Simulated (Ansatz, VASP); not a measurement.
## Two plane-wave programs on N

Contents of POSCAR:

```
N
1.0
    3.6290016496      0.0000000000      0.0000000000
   -1.8145008248      3.1428076190      0.0000000000
    0.0000000000      0.0000000000      5.8900000000
N
2
Direct
    0.2718643576      0.6216682533      0.2160441426
    0.6666666667      0.3333333333      0.7500000000
```

File INCAR.step1:

```
ALGO = Normal
EDIFF = 1E-4
ENCUT = 520
GGA = PE
ISMEAR = 0
ISPIN = 2
LASPH = T
LCHARG = F
LREAL = F
LWAVE = T
MAGMOM = 3.2 3.2
NBANDS = 16
NELM = 150
PREC = Accurate
SIGMA = 0.05
```

File INCAR.step2:

```
ALGO = Normal
EDIFF = 1E-6
ENCUT = 520
ISIF = 2
ISMEAR = 0
ISPIN = 2
ISTART = 1
LASPH = T
LCHARG = F
LMIXTAU = T
LORBIT = 11
LREAL = F
LWAVE = F
MAGMOM = 3.2 3.2
METAGGA = R2SCAN
NBANDS = 16
NELM = 150
PREC = Accurate
SIGMA = 0.05
```

The input KPOINTS:

```
k-points
0
Gamma
  6 6 4
```

Input for Ansatz:

```yaml
crystal:
  lattice:
    - [3.6290016496, 0.0, 0.0]
    - [-1.8145008248, 3.142807619, 0.0]
    - [0.0, 0.0, 5.89]
  atoms:
    - { symbol: "N", position: [0.2718643576, 0.6216682533, 0.2160441426], spin: 3.2 }
    - { symbol: "N", position: [0.6666666667, 0.3333333333, 0.75], spin: 3.2 }
basis:
  ecutwfc: 500
kpoints:
  mp_grid: { grid: [6, 6, 4] }
hamiltonian:
  xc: r2scan
scf:
  occupations: { method: gaussian, width: 0.05 }
output:
  forces: true
  stress: true
  eigenvalues: true
  populations: true
magnetization:
  spin_polarized: true
```

Alike in both runs: task single point; functional r2SCAN; k mesh 6 × 6 × 4; occupations gaussian, width 0.05 eV; collinear spin.

|  | VASP | Ansatz |
| --- | --- | --- |
| version | VASP 6.6.1 | Ansatz 0.2.0 |
| potentials or method | VASP PAW PBE potentials, release 64 (N), cutoff 520 eV | scalar-relativistic, plane waves, PAW |
| valence electrons in the cell | 10 | 10 |

|  | VASP | Ansatz | Ansatz less VASP |
| --- | --- | --- | --- |
| gap on the k mesh at the Fermi level (eV) | 3.90 | 3.90 | -0.003 |
| least direct gap on the mesh (eV) | 3.90 | 3.90 | -0.003 |
| pressure (GPa) | 0.2 | 0.4 | +0.15 |
| traceless stress, the component that is largest in VASP (GPa) | 0.06 | 0.06 | 0.000 |
| rms of the force components (eV/Å) | 0.030 | 0.029 | -0.0004 |
| net moment per atom (μB) | 3.00 | 3.00 | 0.000 |
| size of the moment on the site where the two differ most (μB) | 1.99 | 2.86 | +0.869 |

VASP's potentials were made for PBE, not for r2SCAN. Site moments also hang on the region over which each program counts them. Atom by atom the forces differ by 0.000 eV/Å (rms over components). Ansatz's warnings: stability check not made.
